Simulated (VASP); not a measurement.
Write the native input for VASP 6.6.1 that does the following.

```yaml
Task: single point
Functional: LDA
Potentials_or_basis: VASP PAW LDA potentials, release 64 (Zr_sv, O)
Cutoff: 600 eV
k_mesh: 9 × 9 × 9
Occupations: fermi-dirac, width 0.05 eV
Spin: no spin polarisation
Dipole_correction: no
Further_INCAR_settings: ALGO = Normal; EDIFF = 1e-06; NBANDS = 19
```

The structure of ZrO2 lies in POSCAR:

```
ZrO2
1.0
    0.0000000000      2.5279911663      2.5279911663
    2.5279911663      0.0000000000      2.5279911663
    2.5279911663      2.5279911663      0.0000000000
Zr O
1 2
Direct
    0.0000000000      0.0000000000      0.0000000000
    0.7500000000      0.7500000000      0.7500000000
    0.2500000000      0.2500000000      0.2500000000
```

These files were run (other wordings do the same):

INCAR

```
SYSTEM = ZrO2
ALGO = Normal ; EDIFF = 1E-6
ENCUT = 600 ; GGA = CA
GGA_COMPAT = .FALSE. ; ISIF = 2
ISMEAR = -1 ; LASPH = .TRUE.
LCHARG = .TRUE. ; LELF = .TRUE.
LREAL = .FALSE. ; LVHAR = .TRUE.
LWAVE = .FALSE. ; NBANDS = 19
NELM = 120 ; PREC = Accurate
SIGMA = 0.05
```

KPOINTS

```
k-points
0
G
  9 9 9
  0 0 0
```

Potentials or basis: VASP PAW LDA potentials, release 64 (Zr_sv, O).

Command:

```sh
$ cat potpaw_LDA.64/Zr_sv/POTCAR potpaw_LDA.64/O/POTCAR > POTCAR
$ mpirun -np 1 vasp_std > vasp.out
```

It gave:

```json
{"Pressure": "-4.1 GPa", "Band gap on the k mesh": "3.34 eV (least direct gap 3.83 eV)"}
```

Caveat: the cell stands under tension; an odd mesh through Γ misses points on the zone boundary, where band edges can lie.

It took 66 s on 1 thread of Intel Xeon 8259CL, with other jobs on the host, peak memory 0.16 GiB.
